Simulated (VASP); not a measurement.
# KI (Fm-3m) in VASP: a series of runs, part 3 of 3

VASP 6.6.1. The steps go on from the part before.

### 6 Relaxation of cell and atoms, PBEsol, target pressure 30 GPa, at which the enthalpy is minimised

INCAR reads:

```
PREC = Accurate ; ENCUT = 600
EDIFF = 1E-6 ; ISMEAR = -1
SIGMA = 0.05 ; LREAL = F
LASPH = T ; NELM = 80
ALGO = Normal ; ISIF = 3
LWAVE = F ; LCHARG = F
GGA = PS ; IBRION = 2
NSW = 80 ; EDIFFG = -0.02
PSTRESS = 300.0
```

KPOINTS reads:

```
regular mesh
0
Gamma
  7 7 7
```

POSCAR reads:

```
KI
1.0
    0.0000000000      3.5327750000      3.5327750000
    3.5327750000      0.0000000000      3.5327750000
    3.5327750000      3.5327750000      0.0000000000
I K
1 1
Direct
    0.5000000000      0.5000000000      0.5000000000
    0.0000000000      0.0000000000      0.0000000000
```

Potentials or basis: VASP PAW PBE potentials, release 64 (I, K_sv).

Command:

```sh
$ cat potpaw_PBE.64/I/POTCAR potpaw_PBE.64/K_sv/POTCAR > POTCAR
$ mpirun -np 1 vasp_std > vasp.out
```

OUTCAR:

```text
PREC = Accurate
   ENCUT = 600
   EDIFF = 1E-6
   ISMEAR = -1
   LREAL = F
   LASPH = T
   NELM = 80
   ISIF = 3
   GGA = PS
   IBRION = 2
   NSW = 80
   EDIFFG = -0.02
   PSTRESS = 300.0

 ion  position               nearest neighbor table
   1  0.500  0.500  0.500-   2 3.53   2 3.53   2 3.53   2 3.53   2 3.53   2 3.53
   2  0.000  0.000  0.000-   1 3.53   1 3.53   1 3.53   1 3.53   1 3.53   1 3.53

  LATTYP: Found a face centered cubic cell.
 ALAT       =     7.0655500000

  Lattice vectors:

 A1 = (   0.0000000000,   3.5327750000,   3.5327750000)
 A2 = (   3.5327750000,   0.0000000000,   3.5327750000)
 A3 = (   3.5327750000,   3.5327750000,   0.0000000000)

Analysis of symmetry for initial positions (statically):
=====================================================================
 Subroutine PRICEL returns:
 Original cell was already a primitive cell.

 Routine SETGRP: Setting up the symmetry group for a
 face centered cubic supercell.

 Subroutine GETGRP returns: Found 48 space group operations
 (whereof 48 operations were pure point group operations)
 out of a pool of 48 trial point group operations.

The static configuration has the point symmetry O_h .

Analysis of symmetry for dynamics (positions and initial velocities):
=====================================================================
 Subroutine PRICEL returns:
 Original cell was already a primitive cell.

[... 141 lines left out ...]

 number of electron      15.9999999 magnetization

 Free energy of the ion-electron system (eV)
  ---------------------------------------------------
  ext. energy  EPLUGINS =         0.00000000
  ---------------------------------------------------
  free energy    TOTEN  =        -5.81460922 eV

  energy without entropy =       -5.81460922  energy(sigma->0) =       -5.81460922

 E-fermi :   0.5919     XC(G=0):  -7.3424

 val. band max:       -0.5085780811   @ k =   0.0000   0.0000   0.0000
 cond. band min:       3.3046914433   @ k =   0.0000   0.0000   0.0000
 fundamental gap:      3.8132695244
 Fermi energy:         0.5919422791
[... 1010 lines left out ...]
 k-point    20 :      -0.2857    0.4286    0.1429
  band No.  band energies     occupation
      1     -24.6015      2.00000
      2      -9.1732      2.00000
      3      -8.6150      2.00000
      4      -8.4861      2.00000
      5      -7.0734      2.00000
      6       1.5191      2.00000
      7       1.7935      2.00000
      8       2.1810      2.00000
      9       8.8777      0.00000
     10      10.2056      0.00000
     11      11.3033      0.00000
     12      12.9598      0.00000

[... ionic steps 4 to 16 ...]

--------------------------------------- Ionic step       17  -------------------------------------------

 number of electron      16.0000000 magnetization

------------------------ aborting loop because EDIFF is reached ----------------------------------------
[... 71 lines left out ...]
--------------------------------------- Ionic step       19  -------------------------------------------

 number of electron      16.0000000 magnetization

 Free energy of the ion-electron system (eV)
  ---------------------------------------------------
  ext. energy  EPLUGINS =         0.00000000
  ---------------------------------------------------
  free energy    TOTEN  =        -3.77974053 eV

  energy without entropy =       -3.77974053  energy(sigma->0) =       -3.77974053

 E-fermi :   5.4287     XC(G=0): -10.0469

 val. band max:        4.3541213740   @ k =   0.0000   0.0000   0.0000
 cond. band min:       7.1040316370   @ k =   0.4286   0.4286   0.0000
 fundamental gap:      2.7499102630
 Fermi energy:         5.4286891760
[... 331 lines left out ...]
  energy  without entropy=       -3.7797405263  energy(sigma->0) =       -3.77974053

  enthalpy is  TOTEN    =         5.2175749158 eV   P V=        8.9973154422

 reached required accuracy - stopping structural energy minimisation
```

OSZICAR:

```text
N       E                     dE             d eps       ncg     rms          rms(c)
DAV:   1     0.101516478791E+03    0.10152E+03   -0.70282E+03   480   0.125E+03
DAV:   2     0.155333012656E+01   -0.99963E+02   -0.91181E+02   572   0.259E+02
DAV:   3    -0.550206198485E+01   -0.70554E+01   -0.69899E+01   632   0.624E+01
[... 136 lines left out ...]
DAV:   2    -0.377982489987E+01    0.23366E-03   -0.64858E-04   604   0.288E-01    0.676E-02
DAV:   3    -0.377974041986E+01    0.84480E-04   -0.27773E-04   840   0.156E-01    0.543E-02
DAV:   4    -0.377974236173E+01   -0.19419E-05   -0.79061E-06   592   0.394E-02    0.179E-02
DAV:   5    -0.377974070401E+01    0.16577E-05   -0.11368E-05   780   0.228E-02    0.513E-03
DAV:   6    -0.377974052633E+01    0.17767E-06   -0.12774E-07   304   0.343E-03
  19 F= 0.52175749E+01 E0= 0.52175749E+01  d E =-.537262E-03
```

CONTCAR:

```text
KI
   1.00000000000000
     0.0000000000000000    2.8855200276511725    2.8855200276511721
     2.8855200276511725   -0.0000000000000000    2.8855200276511721
     2.8855200276511725    2.8855200276511725    0.0000000000000000
  I               K
     1     1
Direct
     0.5000000000000000    0.5000000000000000    0.5000000000000000
     0.0000000000000000    0.0000000000000000    0.0000000000000000

  0.00000000E+00  0.00000000E+00  0.00000000E+00
  0.00000000E+00  0.00000000E+00  0.00000000E+00
```

Wall time 6.6 min (1 thread of Intel Xeon 8259CL, shared host); peak memory 0.29 GiB.

Results:

```
Free energy                                                : -3.7797 eV
Relaxed volume                                             : 24.03 Å³/atom
Relaxed cell                                               : a = 4.081 Å, b = 4.081 Å, c = 4.081 Å, α = 60.00°, β = 60.00°, γ = 60.00°
Space group after relaxing (to 0.1 Å)                      : Fm-3m (No. 225)
Energy change on relaxing (the run minimises the enthalpy) : +1017.4 meV/atom
Ionic steps                                                : 19
Pressure after relaxing                                    : 30.0 GPa
Band gap on the k mesh                                     : 2.75 eV (least direct gap 3.49 eV)
```

Step by step:
| step | energy change (eV) | largest force (eV/Å) | pressure (GPa) | volume (Å³) |
| --- | --- | --- | --- | --- |
| 1 | 0.0000 | 0.0000 | -0.24 | 88.18 |
| 2 | 29.4387 | 0.0000 | 492.05 | 18.91 |
| 3 | 0.8255 | 0.0000 | 13.66 | 57.38 |
| 4 | 1.3566 | 0.0000 | 20.84 | 52.37 |
| 5 | 2.1023 | 0.0000 | 30.91 | 47.70 |
| 6 | 1.9796 | 0.0000 | 29.25 | 48.35 |
| 7 | 1.9814 | 0.0000 | 29.26 | 48.34 |
| 8 | 1.9867 | 0.0000 | 29.32 | 48.31 |
| 9 | 1.9868 | 0.0000 | 29.34 | 48.31 |
| 10 | 1.9869 | 0.0000 | 29.34 | 48.31 |
| 11 | 1.9872 | 0.0000 | 29.34 | 48.31 |
| 12 | 1.9877 | 0.0000 | 29.34 | 48.31 |
| 13 | 1.9887 | 0.0000 | 29.34 | 48.30 |
| 14 | 1.9908 | 0.0000 | 29.39 | 48.29 |
| 15 | 1.9949 | 0.0000 | 29.43 | 48.27 |
| 16 | 2.0032 | 0.0000 | 29.57 | 48.22 |
| 17 | 2.0198 | 0.0000 | 29.79 | 48.13 |
| 18 | 2.0534 | 0.0000 | 30.25 | 47.95 |
| 19 | 2.0349 | 0.0000 | 30.00 | 48.05 |

Final structure:
```
CELL_PARAMETERS angstrom
0.00000 2.88552 2.88552
2.88552 0.00000 2.88552
2.88552 2.88552 0.00000
ATOMIC_POSITIONS crystal
I 0.50000 0.50000 0.50000
K 0.00000 0.00000 0.00000
```

Levels at points of the mesh, in eV from the valence-band top:
| k point | band 4 | band 5 | band 6 | band 7 | band 8 | band 9 | band 10 | band 11 | band 12 |
| --- | --- | --- | --- | --- | --- | --- | --- | --- | --- |
| (0.00, 0.00, 0.00) | -11.87 | -11.87 | 0.00 | 0.00 | 0.00 | 5.20 | 5.20 | 5.20 | 5.94 |

Caveat: the cell is relaxed towards a set pressure, so the run minimises the enthalpy, not the energy; the volume moved by over 15 % at a fixed basis, so the end points are rough; the PAW data sets were made with another functional, which shifts forces and pressure a little; spin-orbit coupling is left out, which moves the levels of the heavy elements; an odd mesh through Γ misses points on the zone boundary, where band edges can lie.

### 7 Summary

```tsv
cell	gap on the mesh (eV)	pressure (GPa)
relaxed	3.85	-0.1
relaxed to 5 GPa	4.29	4.9
relaxed to 10 GPa	3.88	10.0
relaxed to 20 GPa	3.26	20.0
relaxed to 30 GPa	2.75	30.0
```

Alike in all rows: task relaxation of cell and atoms; level PBEsol; potentials or basis VASP PAW PBE potentials, release 64 (I, K_sv); no spin polarisation; k mesh 7 × 7 × 7; cutoff (eV) 600; smearing fermi-dirac 0.05 eV.

Caveats: the PAW data sets were made with another functional, which shifts forces and pressure a little; spin-orbit coupling is left out, which moves the levels of the heavy elements; an odd mesh through Γ misses points on the zone boundary, where band edges can lie; the cell is relaxed towards a set pressure, so the run minimises the enthalpy, not the energy (at least some runs); the volume moved by over 15 % at a fixed basis, so the end points are rough (at least some runs).

Absolute energies hang on the potentials; compare differences alone.
